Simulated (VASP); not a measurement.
C, 4 atoms in the cell. The structure is hexagonal, space group P6_3/mmc (No. 194). The conventional cell has a = 2.593 Å, b = 2.593 Å, c = 6.149 Å, α = 90.00°, β = 90.00°, γ = 120.00°. C (site symmetry -6m2) has 3 C at 1.50 Å within 2.0 Å. Within 2.0 Å of C (site symmetry -6m2) lie 3 C at 1.50 Å. 

```yaml
Program: VASP 6.6.1
Task: single point
Functional: PBEsol
Dispersion: D3(BJ)
Potentials_or_basis: VASP PAW PBE potentials, release 64 (C)
Cutoff: 520 eV
k_mesh: 21 × 21 × 8
Occupations: gaussian, width 0.15 eV
Spin: no spin polarisation
Dipole_correction: no
Further_INCAR_settings: ALGO = Normal; EDIFF = 1e-06; NBANDS = 16
```

Potentials or basis: VASP PAW PBE potentials, release 64 (C).

The run is started by

```console
$ cat potpaw_PBE.64/C/POTCAR > POTCAR
$ mpirun -np 1 vasp_std > vasp.out
```

Hardware: 1 thread of Intel(R) Xeon(R) Platinum 8259CL CPU @ 2.50GHz (Skylake/Cascade Lake) (shared host).

**Question.** How long does it take, and how much memory?

**Answer.** It took 100 s on 1 thread of Intel(R) Xeon(R) Platinum 8259CL CPU @ 2.50GHz (Skylake/Cascade Lake) (shared host), peak memory 0.23 GiB. Counts: scf iterations 12, k points 240.
